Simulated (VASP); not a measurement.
PbSe:

```
Pb Se
1.0
     0.00000    3.42320    3.42320
     3.42320    0.00000    3.42320
     3.42320    3.42320    0.00000
Pb Se
1 1
Direct
  0.00000 0.00000 0.00000
  0.25000 0.25000 0.25000
```

Base run:

| Quantity | Value |
| --- | --- |
| Program | VASP 6.6.1 |
| Functional | r2SCAN |
| Potentials or basis | VASP PAW PBE potentials, release 64 (Pb_d, Se) |
| Cutoff | 520 eV |
| k mesh | 4 × 4 × 4 |
| Occupations | gaussian, width 0.01 eV |
| Spin | no spin polarisation |

Its results: band gap on the k mesh 0.80 eV, indirect (least direct gap 1.34 eV); pressure -0.1 GPa.

Question: The run is repeated on the same cell with these changes: functional from r2SCAN to PBE. What comes out?

Answer: Band gap on the k mesh 0.62 eV, indirect (least direct gap 1.15 eV); pressure 0.7 GPa.

r2SCAN gives the wider gap, since meta-GGAs in the generalised Kohn-Sham scheme recover part of the derivative discontinuity.

Caveats: spin-orbit coupling is left out, which moves the levels of the heavy elements; the PAW data sets were made with another functional, which shifts forces and pressure a little (some runs).

A k mesh can miss the band edges.
